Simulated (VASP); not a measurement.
Wanted: the native input for a VASP 6.6.1 run.

```yaml
Task: single point
Functional: r2SCAN
Potentials_or_basis: VASP PAW PBE potentials, release 64 (Ce)
Cutoff: 520 eV
k_mesh: 4 × 4 × 4
Occupations: fermi-dirac, width 0.1 eV
Spin: no spin polarisation
Dipole_correction: no
Further_INCAR_settings: ALGO = Normal; EDIFF = 1e-06; NBANDS = 12
```

Crystal: Ce.

```xyz
1
Lattice="0.0000 2.3390 2.3390 2.3390 0.0000 2.3390 2.3390 2.3390 0.0000" Properties=species:S:1:pos:R:3 pbc="T T T"
Ce    0.0000    0.0000    0.0000
```

One way to write it, as run:

POSCAR

```
Ce
1.0
    0.0000000000      2.3390384114      2.3390384114
    2.3390384114      0.0000000000      2.3390384114
    2.3390384114      2.3390384114      0.0000000000
Ce
1
Direct
    0.0000000000      0.0000000000      0.0000000000
```

INCAR.step1

```
SYSTEM = Ce
ALGO = Normal
EDIFF = 1E-4
ENCUT = 520
GGA = PE
ISMEAR = -1
LASPH = .TRUE.
LCHARG = .FALSE.
LREAL = .FALSE.
LWAVE = .TRUE.
NBANDS = 12
NELM = 60
PREC = Accurate
SIGMA = 0.1
```

INCAR.step2

```
SYSTEM = Ce
ALGO = Normal
EDIFF = 1E-6
ENCUT = 520
ISIF = 2
ISMEAR = -1
ISTART = 1
LASPH = .TRUE.
LCHARG = .FALSE.
LMIXTAU = .TRUE.
LREAL = .FALSE.
LWAVE = .FALSE.
METAGGA = R2SCAN
NBANDS = 12
NELM = 60
PREC = Accurate
SIGMA = 0.1
```

KPOINTS

```
k-points
0
G
  4 4 4
  0 0 0
```

Potentials or basis: VASP PAW PBE potentials, release 64 (Ce).

Command:

```console
$ cat potpaw_PBE.64/Ce/POTCAR > POTCAR
$ cp INCAR.step1 INCAR
$ mpirun -np 1 vasp_std > vasp.out
$ cp INCAR.step2 INCAR
$ mpirun -np 1 vasp_std > vasp.out
```

It gave:

| Property | Result |
| --- | --- |
| Pressure | -0.7 GPa |
| Band gap on the k mesh | zero (band 6 reaches 10.15 eV, above the bottom of band 7 at 10.14 eV) |

Caveat: the k points lie up to 0.58 Å⁻¹ apart; the PAW data sets were made with another functional, which shifts forces and pressure a little; spin-orbit coupling is left out, which moves the levels of the heavy elements.

Run time: 33 s on 1 thread of Intel(R) Xeon(R) Platinum 8259CL CPU @ 2.50GHz (Skylake/Cascade Lake), with other jobs on the host, peak memory 0.17 GiB.
